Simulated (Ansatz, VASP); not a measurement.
**Two plane-wave programs on CdTe**

File INCAR:

```
ALGO     = Normal         # electronic algorithm
EDIFF    = 1E-7           # SCF threshold, eV
ENCUT    = 520            # plane-wave cutoff, eV
ISIF     = 2              # what is computed and relaxed
ISMEAR   = 0              # smearing method
LASPH    = T              # aspherical terms in the spheres
LCHARG   = F              # write CHGCAR
LREAL    = F              # projectors in reciprocal space
LWAVE    = F              # write WAVECAR
NBANDS   = 16             # bands
NELM     = 100            # most SCF steps
PREC     = Accurate       # precision mode
SIGMA    = 0.05           # smearing width, eV
```

File KPOINTS:

```
k-points
0
Gamma
  8 8 8
```

Contents of POSCAR:

```
CdTe
1.0
    0.0000000000      3.1202526118      3.2482329917
    3.2482329917      0.0000000000      3.2482329917
    3.2482329917      3.1202526118      0.0000000000
Cd Te
1 1
Direct
    0.0000000000      0.0000000000      0.0000000000
    0.7500000000      0.7500000000      0.7500000000
```

Input for Ansatz:

```yaml
crystal:
  lattice:
    - [0.0, 3.1202526118, 3.2482329917]
    - [3.2482329917, 0.0, 3.2482329917]
    - [3.2482329917, 3.1202526118, 0.0]
  atoms:
    - { symbol: Cd, position: [0.0, 0.0, 0.0] }
    - { symbol: Te, position: [0.75, 0.75, 0.75] }
basis:
  ecutwfc: 420
kpoints:
  mp_grid: { grid: [8, 8, 8] }
hamiltonian:
  xc: lda
  pseudopotentials: { kind: paw }
scf:
  occupations: { method: gaussian, width: 0.05 }
output:
  forces: true
  stress: true
  eigenvalues: true
```

Alike in both runs: task single point; functional LDA; k mesh 8 × 8 × 8; occupations gaussian, width 0.05 eV; no spin polarisation.

|  | VASP | Ansatz |
| --- | --- | --- |
| version | VASP 6.6.1 | Ansatz 0.2.0 |
| potentials or method | VASP PAW LDA potentials, release 64 (Cd, Te), cutoff 520 eV | scalar-relativistic, plane waves, PAW |
| valence electrons in the cell | 18 | 36 |

|  | VASP | Ansatz | Ansatz less VASP |
| --- | --- | --- | --- |
| gap on the k mesh at the Fermi level (eV) | 0.56 | 0.52 | -0.042 |
| least direct gap on the mesh (eV) | 0.56 | 0.52 | -0.042 |
| pressure (GPa) | 0.2 | -0.1 | -0.27 |
| traceless stress, the component that is largest in VASP (GPa) | 0.45 | 0.46 | +0.007 |

LDA's correlation is that of Perdew and Zunger in VASP and of Perdew and Wang (1992) in Ansatz. VASP's potentials hold 18 valence electrons a cell and Ansatz's 36, so a difference there can come from the potentials and not from the codes.

Neither program's run includes spin-orbit coupling.
